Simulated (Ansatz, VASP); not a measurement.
**HfH3 in VASP and in Ansatz**

```
Hf H
1.0
     3.08455    0.00000    0.00000
     0.00000    3.08455    0.00000
     0.00000    0.00000    3.08455
Hf H
1 3
Direct
  0.00000 0.00000 0.00000
  0.00000 0.50000 0.50000
  0.50000 0.00000 0.50000
  0.50000 0.50000 0.00000
```

Alike in both runs: task single point; functional r2SCAN; k mesh 12 × 12 × 12; occupations gaussian, width 0.05 eV; no spin polarisation.

|  | VASP | Ansatz |
| --- | --- | --- |
| version | VASP 6.6.1 | Ansatz 0.2.0 |
| potentials or method | VASP PAW PBE potentials, release 64 (Hf_pv, H), cutoff 520 eV | scalar-relativistic, plane waves, PAW |
| valence electrons in the cell | 13 | 29 |

```csv
,VASP,Ansatz,Ansatz less VASP
gap on the k mesh at the Fermi level (eV),none,none,-
pressure (GPa),-2.6,-1.5,+1.05
```

VASP's potentials were made for PBE, not for r2SCAN. A gap of «none» marks a metal or a gap that the smearing closes. VASP's potentials hold 13 valence electrons a cell and Ansatz's 29, so a difference there can come from the potentials and not from the codes.

Neither program's run includes spin-orbit coupling.
